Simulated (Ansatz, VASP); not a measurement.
Two plane-wave programs on Li3C4

The input INCAR:

```
PREC     = Accurate       # precision mode
ENCUT    = 600            # plane-wave cutoff, eV
EDIFF    = 1E-6           # SCF threshold, eV
ISMEAR   = 0              # smearing method
SIGMA    = 0.1            # smearing width, eV
LREAL    = False          # projectors in reciprocal space
LASPH    = True           # aspherical terms in the spheres
NELM     = 100            # most SCF steps
ALGO     = Normal         # electronic algorithm
ISIF     = 3              # what is computed and relaxed
LWAVE    = False          # write WAVECAR
LCHARG   = False          # write CHGCAR
GGA      = PE             # functional
IBRION   = 2              # ionic algorithm
NSW      = 90             # ionic steps
EDIFFG   = -0.04          # ionic threshold
```

File KPOINTS:

```
Automatic mesh
0
Gamma
  6 6 4
```

The input POSCAR:

```
Li3C4
1.0
    3.7556302800      0.0000000000      0.0000000000
   -1.8778151400      3.2524712300      0.0000000000
    0.0000000000      0.0000000000      5.9801997800
Li C
3 4
Direct
    0.6666666700      0.3333333300      0.5000000000
    0.3333333300      0.6666666700      0.5000000000
    0.0000000000      0.0000000000      0.5000000000
    0.6666666700      0.3333333300      0.2325135500
    0.6666666700      0.3333333300      0.7674864500
    0.6666666700      0.3333333300      0.0000000000
    0.0000000000      0.0000000000      0.0000000000
```

Input for Ansatz:

```yaml
crystal:
  lattice:
    - [3.75563028, 0.0, 0.0]
    - [-1.87781514, 3.25247123, 0.0]
    - [0.0, 0.0, 5.98019978]
  atoms:
    - { symbol: Li, position: [0.66666667, 0.33333333, 0.5] }
    - { symbol: Li, position: [0.33333333, 0.66666667, 0.5] }
    - { symbol: Li, position: [0.0, 0.0, 0.5] }
    - { symbol: C, position: [0.66666667, 0.33333333, 0.23251355] }
    - { symbol: C, position: [0.66666667, 0.33333333, 0.76748645] }
    - { symbol: C, position: [0.66666667, 0.33333333, 0.0] }
    - { symbol: C, position: [0.0, 0.0, 0.0] }
basis:
  ecutwfc: 420
kpoints:
  mp_grid: { grid: [6, 6, 4] }
hamiltonian:
  xc: pbe
scf:
  occupations: { method: gaussian, width: 0.1 }
  lower_state_search: "off"
output:
  forces: true
  stress: true
  eigenvalues: true
relax:
  adjacent_minimum: "off"
  f_tol: 0.04
  max_steps: 70
  cell: { stress_tol: 0.4 }
```

Alike in both runs: task relaxation of cell and atoms; functional PBE; k mesh 6 × 6 × 4; occupations gaussian, width 0.1 eV; no spin polarisation.

```csv
,VASP,Ansatz
version,VASP 6.6.1,Ansatz 0.2.0
potentials or method,"VASP PAW PBE potentials, release 64 (Li_sv, C), cutoff 600 eV","scalar-relativistic, plane waves, PAW"
valence electrons in the cell,25,25
```

|  | VASP | Ansatz | Ansatz less VASP |
| --- | --- | --- | --- |
| gap on the k mesh at the Fermi level, each at its own relaxed structure (eV) | none | none | - |
| relaxed volume (Å³/atom) | 13.60 | 13.46 | -0.144 |
| relaxed cell length with the largest relative difference (Å) | 4.251 | 4.232 | -0.0193 |

A gap of «none» marks a metal or a gap that the smearing closes.

Noted on VASP's run: the cutoff is short for stress, so the pressure is rough; the volume moved by over 15 % at a fixed basis, so the end points are rough.
